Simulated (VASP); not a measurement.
Wanted: the native input for a VASP 6.6.1 run.

```
Task                   : single point
Functional             : PBEsol
Potentials or basis    : VASP PAW PBE potentials, release 64 (Cd, Te)
Cutoff                 : 520 eV
k mesh                 : 6 × 6 × 6
Occupations            : gaussian, width 0.01 eV
Spin                   : no spin polarisation
Dipole correction      : no
Further INCAR settings : ALGO = Normal; EDIFF = 1e-07; NBANDS = 16
```

The structure of CdTe lies in POSCAR:

```
CdTe
1.0
    0.0000000000      3.2609938254      3.2609938254
    3.2609938254      0.0000000000      3.2609938254
    3.2609938254      3.2609938254      0.0000000000
Cd Te
1 1
Direct
    0.0000000000      0.0000000000      0.0000000000
    0.2500000000      0.2500000000      0.2500000000
```

One way to write it, as run:

INCAR

```
SYSTEM = CdTe
PREC     = Accurate       ! precision mode
ENCUT    = 520            ! plane-wave cutoff, eV
EDIFF    = 1E-7           ! SCF threshold, eV
ISMEAR   = 0              ! smearing method
SIGMA    = 0.01           ! smearing width, eV
LREAL    = .False.        ! projectors in reciprocal space
LASPH    = .True.         ! aspherical terms in the spheres
NELM     = 80             ! most SCF steps
ALGO     = Normal         ! electronic algorithm
ISIF     = 2              ! what is computed and relaxed
LWAVE    = .False.        ! write WAVECAR
LCHARG   = .False.        ! write CHGCAR
GGA      = PS             ! functional
NBANDS   = 16             ! bands
```

KPOINTS

```
regular mesh
0
Gamma
  6 6 6
  0 0 0
```

Potentials or basis: VASP PAW PBE potentials, release 64 (Cd, Te).

Launch:

```console
$ cat potpaw_PBE.64/Cd/POTCAR potpaw_PBE.64/Te/POTCAR > POTCAR
$ mpirun -np 1 vasp_std > vasp.out
```

It gave:

- Pressure: -0.4 GPa
- Band gap on the k mesh: 0.60 eV, direct

Caveat: the PAW data sets were made with another functional, which shifts forces and pressure a little; spin-orbit coupling is left out, which moves the levels of the heavy elements.

Run time: 12 s on 1 thread of Intel(R) Xeon(R) 6975P-C (Granite Rapids), with other jobs on the host, peak memory 0.2 GiB.
